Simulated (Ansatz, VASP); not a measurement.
**Hg in VASP and in Ansatz**

```
CELL_PARAMETERS angstrom
1.74632 1.00824 2.14788
-1.74632 1.00824 2.14788
0.00000 -2.01648 2.14788
ATOMIC_POSITIONS crystal
Hg 0.00000 0.00000 0.00000
```

Alike in both runs: task single point; functional LDA; k mesh 11 × 11 × 11; occupations gaussian, width 1 eV; no spin polarisation.

|  | VASP | Ansatz |
| --- | --- | --- |
| version | VASP 6.6.1 | Ansatz 0.2.0 |
| potentials or method | VASP PAW LDA potentials, release 64 (Hg_sv_GW), cutoff 550 eV | plane waves (420 eV) with PAW, scalar-relativistic |
| valence electrons in the cell | 20 | 20 |

```csv
,VASP,Ansatz,Ansatz less VASP
pressure (GPa),0.0,0.0,+0.02
"traceless stress, the component that is largest in VASP (GPa)",-0.17,-0.31,-0.140
```

Ansatz warns that its potentials were made for another functional, while VASP's fit it. LDA's correlation is that of Perdew and Zunger in VASP and of Perdew and Wang (1992) in Ansatz.

Spin-orbit coupling is off throughout.
